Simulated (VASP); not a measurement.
Here is a VASP 6.6.1 calculation.

File INCAR:

```
ALGO = Normal ; EDIFF = 1E-6
EDIFFG = -0.01 ; ENCUT = 600
GGA = PE ; IBRION = 2
ISIF = 3 ; ISMEAR = 0
LASPH = T ; LCHARG = F
LREAL = F ; LWAVE = F
NELM = 60 ; NSW = 100
PREC = Accurate ; SIGMA = 0.02
```

File KPOINTS:

```
k-points
0
Gamma
  10 10 4
```

POSCAR

```
Be4Se3
1.0
    3.5312439471      0.0000000000      0.0000000000
    0.0000000000      3.5312439471      0.0000000000
    0.0000000000      0.0000000000      9.2948322129
Be Se
4 3
Direct
    0.0000000000      0.5000000000      0.5682698240
    0.0000000000      0.5000000000      0.1427048104
    0.5000000000      0.0000000000      0.8572951896
    0.5000000000      0.0000000000      0.4317301760
    0.5000000000      0.5000000000      0.7126701111
    0.0000000000      0.0000000000      0.0000000000
    0.5000000000      0.5000000000      0.2873298889
```

Potentials or basis: VASP PAW PBE potentials, release 64 (Be, Se).

Command:

```bash
$ cat potpaw_PBE.64/Be/POTCAR potpaw_PBE.64/Se/POTCAR > POTCAR
$ mpirun -np 1 vasp_std > vasp.out
```

Problem. Estimate the space group after relaxing (to 0.1 Å).

Solution. P-4m2 (No. 115).

Problem. Predict the relaxed cell.

Solution. a = 3.532 Å, b = 3.532 Å, c = 9.314 Å, α = 90.00°, β = 90.00°, γ = 90.00°.

Problem. Estimate the band gap on the k mesh.

Solution. 0.47 eV (least direct gap 1.80 eV).

Problem. What does it give for the relaxed volume?

Solution. 16.60 Å³/atom.

The path:
```csv
step,energy change (eV),largest force (eV/Å),pressure (GPa),volume (Å³)
1,0.0000,0.0473,0.16,115.90
2,-0.0005,0.0100,-0.05,116.19
```

A k mesh can miss the band edges.
